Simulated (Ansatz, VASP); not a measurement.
**One calculation of Al3GaN4, two programs**

```xyz
8
Lattice="4.4012 0.0000 0.0000 0.0000 4.4012 0.0000 0.0000 0.0000 4.4012" Properties=species:S:1:pos:R:3 pbc="T T T"
Al    2.2006    2.2006    0.0000
Al    2.2006    0.0000    2.2006
Al    0.0000    2.2006    2.2006
Ga    0.0577    0.0577    0.0577
N     3.2765    3.2765    1.1247
N     3.2765    1.1247    3.2765
N     1.1247    3.2765    3.2765
N     1.1247    1.1247    1.1247
```

Change from the starting cell: all Ga atoms moved +0.100 Å, as atom 4 along Cartesian [1 1 1].

Alike in both runs: task single point; functional r2SCAN; k mesh 6 × 6 × 6; occupations gaussian, width 0.05 eV; no spin polarisation.

|  | VASP | Ansatz |
| --- | --- | --- |
| version | VASP 6.6.1 | Ansatz 0.2.0 |
| potentials or method | VASP PAW PBE potentials, release 64 (Al, Ga_d, N), cutoff 520 eV | scalar-relativistic, plane waves, PAW |
| valence electrons in the cell | 42 | 42 |

|  | VASP | Ansatz | Ansatz less VASP |
| --- | --- | --- | --- |
| gap on the k mesh at the Fermi level (eV) | 3.78 | 3.79 | +0.007 |
| least direct gap on the mesh (eV) | 3.78 | 3.79 | +0.007 |
| pressure (GPa) | 0.4 | 0.4 | +0.01 |
| traceless stress, the component that is largest in VASP (GPa) | 1.34 | 1.29 | -0.044 |
| rms of the force components (eV/Å) | 0.549 | 0.540 | -0.0088 |

VASP's potentials were made for PBE, not for r2SCAN. Atom by atom the forces differ by 0.032 eV/Å (rms over components).
